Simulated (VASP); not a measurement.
# GaP in VASP: a series of runs, part 2 of 2

VASP 6.6.1. The steps go on from the part before.

### Step 5. Single point, LDA

File INCAR:

```
SYSTEM = GaP
ALGO = Normal
EDIFF = 1E-7
ENCUT = 520
GGA = CA
ISIF = 2
ISMEAR = 0
LASPH = .TRUE.
LCHARG = .FALSE.
LREAL = .FALSE.
LWAVE = .FALSE.
NBANDS = 16
NELM = 100
PREC = Accurate
SIGMA = 0.01
```

File KPOINTS:

```
k-points
0
G
  8 8 8
  0 0 0
```

File POSCAR:

```
GaP
1.0
    2.6956870601      2.6956870601      0.0000000000
   -2.6956870601      2.6956870601      0.0000000000
    0.0000000000      2.6956870601      2.6956870601
Ga P
1 1
Direct
    0.0000000000      0.0000000000      0.0000000000
    0.7500000000      0.2500000000      0.5000000000
```

Potentials or basis: VASP PAW LDA potentials, release 64 (Ga_d, P).

On the command line:

```console
> cat potpaw_LDA.64/Ga_d/POTCAR potpaw_LDA.64/P/POTCAR > POTCAR
> mpirun -np 1 vasp_std > vasp.out
```

OUTCAR:

```text
SYSTEM = GaP
   EDIFF = 1E-7
   ENCUT = 520
   GGA = CA
   ISIF = 2
   ISMEAR = 0
   LASPH = .TRUE.
   LREAL = .FALSE.
   NELM = 100
   PREC = Accurate

 ion  position               nearest neighbor table
   1  0.000  0.000  0.000-   2 2.33   2 2.33   2 2.33   2 2.33
   2  0.750  0.250  0.500-   1 2.33   1 2.33   1 2.33   1 2.33

  LATTYP: Found a face centered cubic cell.
 ALAT       =     5.3913741202

  Lattice vectors:

 A1 = (   0.0000000000,   2.6956870601,   2.6956870601)
 A2 = (   2.6956870601,   0.0000000000,   2.6956870601)
 A3 = (   2.6956870601,   2.6956870601,   0.0000000000)

Analysis of symmetry for initial positions (statically):
=====================================================================
 Subroutine PRICEL returns:
 Original cell was already a primitive cell.

 Routine SETGRP: Setting up the symmetry group for a
 face centered cubic supercell.

 Subroutine GETGRP returns: Found 24 space group operations
 (whereof 24 operations were pure point group operations)
 out of a pool of 48 trial point group operations.

The static configuration has the point symmetry T_d .

Analysis of symmetry for dynamics (positions and initial velocities):
[... 162 lines left out ...]
 cond. band min:       6.2778776951   @ k =   0.5000   0.5000   0.0000
 fundamental gap:      1.4295816637
 Fermi energy:         4.9418836242

 k-point     1 :       0.0000    0.0000    0.0000
  band No.  band energies     occupation
      1      -9.9178      2.00000
      2      -9.9178      2.00000
      3      -9.9178      2.00000
      4      -9.8094      2.00000
      5      -9.8094      2.00000
      6      -7.9120      2.00000
[... 433 lines left out ...]
      3      -9.8707      2.00000
      4      -9.8155      2.00000
      5      -9.8015      2.00000
      6      -5.2877      2.00000
[... 8 lines left out ...]
     15      16.8439      0.00000
     16      17.4328      0.00000

 [... further k-points ...]

------------------------ aborting loop because EDIFF is reached ----------------------------------------

  FORCE on cell =-STRESS in cart. coord.  units (eV):
  Direction    XX          YY          ZZ          XY          YZ          ZX
  --------------------------------------------------------------------------------------
  -------------------------------------------------------------------------------------
  Total        0.0287575      0.0287575      0.0287575     -0.0000000     -0.0000000      0.0000000
  in kB        1.1760416      1.1760416      1.1760416     -0.0000000     -0.0000000      0.0000000
  external PRESSURE =       1.1760416 kB  Pullay stress =       0.0000000 kB

 VOLUME and BASIS-vectors are now :
 -----------------------------------------------------------------------------
  energy-cutoff  :      520.00
  volume of cell :       39.18
      direct lattice vectors                 reciprocal lattice vectors
     2.695687060  2.695687060  0.000000000     0.185481471  0.185481471 -0.185481471
    -2.695687060  2.695687060  0.000000000    -0.185481471  0.185481471 -0.185481471
     0.000000000  2.695687060  2.695687060     0.000000000  0.000000000  0.370962941

 POSITION                                       TOTAL-FORCE (eV/Angst)
 -----------------------------------------------------------------------------------
      0.00000      0.00000      0.00000        -0.000000     -0.000000      0.000000
      1.34784      4.04353      1.34784         0.000000      0.000000     -0.000000
 -----------------------------------------------------------------------------------
    total drift:                               -0.000000     -0.000000     -0.000000

  FREE ENERGIE OF THE ION-ELECTRON SYSTEM (eV)
  ---------------------------------------------------
  free  energy   TOTEN  =       -10.4507676556 eV

  energy  without entropy=      -10.4507676556  energy(sigma->0) =      -10.45076766
```

OSZICAR:

```text
N       E                     dE             d eps       ncg     rms          rms(c)
DAV:   1     0.804387463311E+02    0.80439E+02   -0.89821E+03   960   0.164E+03
DAV:   2    -0.428603706268E+01   -0.84725E+02   -0.80580E+02  1040   0.313E+02
DAV:   3    -0.106811993549E+02   -0.63952E+01   -0.63727E+01  1176   0.669E+01
DAV:   4    -0.107830947285E+02   -0.10190E+00   -0.10187E+00  1128   0.909E+00
DAV:   5    -0.107851539533E+02   -0.20592E-02   -0.20590E-02  1200   0.115E+00    0.448E+00
DAV:   6    -0.105062874232E+02    0.27887E+00   -0.36621E-01  1456   0.106E+01    0.290E+00
DAV:   7    -0.104555004962E+02    0.50787E-01   -0.89111E-02  1288   0.211E+00    0.108E+00
DAV:   8    -0.104508059901E+02    0.46945E-02   -0.11820E-02  1088   0.120E+00    0.213E-01
DAV:   9    -0.104507635407E+02    0.42449E-04   -0.10171E-03  1352   0.403E-01    0.622E-02
DAV:  10    -0.104507617164E+02    0.18243E-05   -0.54611E-05  1440   0.907E-02    0.262E-02
DAV:  11    -0.104507679453E+02   -0.62289E-05   -0.97655E-06  1144   0.446E-02    0.864E-03
DAV:  12    -0.104507676946E+02    0.25068E-06   -0.53672E-07  1184   0.773E-03    0.588E-03
DAV:  13    -0.104507676556E+02    0.39041E-07   -0.24305E-07  1072   0.474E-03
   1 F= -.10450768E+02 E0= -.10450768E+02  d E =-.302594E-42
```

It took 21 s on 1 thread of AMD EPYC 7R43 (Zen 3), shared host; peak memory 0.11 GiB.

Results:

- Free energy: -10.4508 eV
- Pressure: 0.1 GPa
- Band gap on the k mesh: 1.43 eV, indirect (least direct gap 1.91 eV)

A k mesh can miss the band edges. As with any semilocal functional, this LDA gap is likely too small.

### Step 6. Single point, LDA (in-plane strain -0.02, then relaxed in part)

File INCAR:

```
SYSTEM = GaP
PREC = Accurate ; ENCUT = 520
EDIFF = 1E-6 ; ISMEAR = 0
SIGMA = 0.01 ; LREAL = .False.
LASPH = .True. ; NELM = 100
ALGO = Normal ; ISIF = 2
LWAVE = .False. ; LCHARG = .True.
GGA = CA ; LELF = .True.
LVHAR = .True. ; NBANDS = 16
```

File KPOINTS:

```
Automatic mesh
0
Gamma
  8 8 8
  0 0 0
```

File POSCAR:

```
GaP
1.0
    2.6417733188      2.6417733188      0.0000000000
   -2.6417733188      2.6417733188      0.0000000000
    0.0000000000      2.6417733188      2.7433031913
Ga P
1 1
Direct
    0.0000000000      0.0000000000      0.0000000000
    0.7500000000      0.2500000000      0.5000000000
```

Potentials or basis: VASP PAW LDA potentials, release 64 (Ga_d, P).

On the command line:

```console
> cat potpaw_LDA.64/Ga_d/POTCAR potpaw_LDA.64/P/POTCAR > POTCAR
> mpirun -np 1 vasp_std > vasp.out
```

OUTCAR:

```text
SYSTEM = GaP
   PREC = Accurate
   ENCUT = 520
   EDIFF = 1E-6
   ISMEAR = 0
   LREAL = .False.
   LASPH = .True.
   NELM = 100
   ISIF = 2
   GGA = CA

 ion  position               nearest neighbor table
   1  0.000  0.000  0.000-   2 2.32   2 2.32   2 2.32   2 2.32
   2  0.750  0.250  0.500-   1 2.32   1 2.32   1 2.32   1 2.32

  LATTYP: Found a body centered tetragonal cell.
 ALAT       =     3.7360316562
 C/A-ratio  =     1.4685652820

  Lattice vectors:

 A1 = (   2.6417733188,   0.0000000000,  -2.7433031913)
 A2 = (  -2.6417733188,   0.0000000000,  -2.7433031913)
 A3 = (   0.0000000000,   2.6417733188,   2.7433031913)

Analysis of symmetry for initial positions (statically):
=====================================================================
 Subroutine PRICEL returns:
 Original cell was already a primitive cell.

 Routine SETGRP: Setting up the symmetry group for a
 body centered tetragonal supercell.

 Subroutine GETGRP returns: Found  8 space group operations
 (whereof  8 operations were pure point group operations)
 out of a pool of 16 trial point group operations.

The static configuration has the point symmetry D_2d.

Analysis of symmetry for dynamics (positions and initial velocities):
=====================================================================
 Subroutine PRICEL returns:
 Original cell was already a primitive cell.

 Routine SETGRP: Setting up the symmetry group for a
 body centered tetragonal supercell.

 Subroutine GETGRP returns: Found  8 space group operations
 (whereof  8 operations were pure point group operations)
 out of a pool of 16 trial point group operations.

The dynamic configuration has the point symmetry D_2d.

 Subroutine INISYM returns: Found  8 space group operations
 (whereof  8 operations are pure point group operations),
 and found     1 'primitive' translations

----------------------------------------------------------------------------------------

                                     Primitive cell

[... 110 lines left out ...]
     AMIX_MAG =   1.60;   BMIX_MAG =  1.00
  volume/ion in A,a.u.               =      19.15       129.20
  Fermi-wavevector in a.u.,A,eV,Ry     =   1.272919  2.405468 22.045823  1.620322
  Thomas-Fermi vector in A             =   2.405771
   LORBIT       =      0    0 simple, 1 ext, 2 COOP (PROOUT), +10 PAW based schemes
   GGA     = CA    functional components
   LHFCALC =     F    Hartree Fock is set to
   AEXX    =    0.0000 exact exchange contribution
   IVDW    =     0    specifies the selected vdW correction
   LEPSILON=     F    determine dielectric tensor
   LRPA    =     F    only Hartree local field effects (RPA)
 non-spin polarized calculation
 Gauss-broadening in eV      SIGMA  =   0.01
  energy-cutoff  :      520.00
  volume of cell :       38.29
 maximum number of plane-waves:      1046
   NGX = 13   NGY = 13   NGZ = 15

 number of electron      17.9999989 magnetization

 Free energy of the ion-electron system (eV)
  ---------------------------------------------------
  ext. energy  EPLUGINS =         0.00000000
  ---------------------------------------------------
  free energy    TOTEN  =       -10.43484937 eV

  energy without entropy =      -10.43484937  energy(sigma->0) =      -10.43484937

 E-fermi :   5.2300     XC(G=0): -10.4153

 val. band max:        5.1743669452   @ k =   0.0000   0.0000   0.0000
 cond. band min:       6.3864841869   @ k =  -0.3750   0.3750   0.0000
 fundamental gap:      1.2121172418
 Fermi energy:         5.2300254368

 k-point     1 :       0.0000    0.0000    0.0000
  band No.  band energies     occupation
      1      -9.7258      2.00000
      2      -9.7146      2.00000
      3      -9.7146      2.00000
      4      -9.6043      2.00000
      5      -9.6021      2.00000
      6      -7.8427      2.00000
[... 433 lines left out ...]
      3      -9.6906      2.00000
      4      -9.6096      2.00000
      5      -9.5943      2.00000
      6      -6.5358      2.00000
[... 8 lines left out ...]
     15      15.6285      0.00000
     16      16.5060      0.00000

 [... further k-points ...]

------------------------ aborting loop because EDIFF is reached ----------------------------------------

  FORCE on cell =-STRESS in cart. coord.  units (eV):
  Direction    XX          YY          ZZ          XY          YZ          ZX
  --------------------------------------------------------------------------------------
  -------------------------------------------------------------------------------------
  Total        0.7818518      0.7818518      0.0226985      0.0000000      0.0000000      0.0000000
  in kB       32.7144894     32.7144894      0.9497580      0.0000000      0.0000000      0.0000000
  external PRESSURE =      22.1262456 kB  Pullay stress =       0.0000000 kB

 VOLUME and BASIS-vectors are now :
 -----------------------------------------------------------------------------
  energy-cutoff  :      520.00
  volume of cell :       38.29
      direct lattice vectors                 reciprocal lattice vectors
     2.641773319  2.641773319  0.000000000     0.189266807  0.189266807 -0.182262027
    -2.641773319  2.641773319  0.000000000    -0.189266807  0.189266807 -0.182262027
     0.000000000  2.641773319  2.743303191     0.000000000  0.000000000  0.364524054

 POSITION                                       TOTAL-FORCE (eV/Angst)
 -----------------------------------------------------------------------------------
      0.00000      0.00000      0.00000        -0.000000      0.000000      0.000000
      1.32089      3.96266      1.37165         0.000000     -0.000000      0.000000
 -----------------------------------------------------------------------------------
    total drift:                                0.000000     -0.000000     -0.000000

  FREE ENERGIE OF THE ION-ELECTRON SYSTEM (eV)
  ---------------------------------------------------
  free  energy   TOTEN  =       -10.4348493747 eV

  energy  without entropy=      -10.4348493747  energy(sigma->0) =      -10.43484937
```

Wall time 62 s (1 thread of AMD EPYC 7R43 (Zen 3), shared host); peak memory 0.13 GiB.

What came out:

* Free energy: -10.4348 eV
* Pressure: 2.2 GPa
* Band gap on the k mesh: 1.21 eV, indirect (least direct gap 2.01 eV)

Levels at points of the mesh, in eV from the valence-band top:
```csv
k point,band 6,band 7,band 8,band 9,band 10,band 11,band 12,band 13
"(0.00, 0.00, 0.00)",-13.02,-0.24,0.00,0.00,2.01,3.68,3.68,3.76
"(0.50, 0.00, 0.00)",-10.74,-7.11,-1.46,-1.12,1.57,4.43,4.70,8.08
"(0.50, 0.50, 0.00)",-9.69,-7.09,-3.09,-3.06,1.21,1.43,10.66,10.69
"(0.00, 0.00, 0.50)",-9.88,-7.36,-2.80,-2.80,1.50,1.80,10.81,10.81
```

Caveat: the cell differs from its parent crystal (in-plane strain -0.02, then relaxed in part).

### Step 7. Summary

```csv
task,cell,k mesh,cutoff (eV),smearing,gap on the mesh (eV),pressure (GPa)
single point,"a = 3.812 Å, angles 60.0, 60.0, 90.0°, 2 atoms",12 × 12 × 12,520,fermi-dirac 0.08 eV,1.39,0.1
relaxation of cell and atoms,"relaxed from a = 3.854 Å, angles 60.0, 60.0, 90.0°, 2 atoms",12 × 12 × 12,600,fermi-dirac 0.08 eV,1.39,0.0
single point,"a = 3.812 Å, angles 60.0, 60.0, 90.0°, 2 atoms",8 × 8 × 8,520,gaussian 0.01 eV,1.43,0.1
single point,"a = 3.736, b = 3.736, c = 3.809 Å, angles 60.6, 60.6, 90.0°, 2 atoms",8 × 8 × 8,520,gaussian 0.01 eV,1.21,2.2
```

Alike in all rows: level LDA; potentials or basis VASP PAW LDA potentials, release 64 (Ga_d, P); no spin polarisation.

Absolute energies hang on the potentials; compare differences alone.

### Step 8. Comparison with measurements

Step 4. Measured gap of GaP: 2.34 eV (indirect; 10 K; quoted in “Stacking defects in GaP nanowires: Electronic structure and optical properties”, 2018, arxiv:1810.01194). This calculation gives 1.43 eV (-0.91 eV). Spin-orbit coupling on Ga is left out. The value is that of LDA on a finite k mesh, which can miss the band edges, without temperature or zero-point motion. Semilocal functionals fall short of measured gaps as a rule.
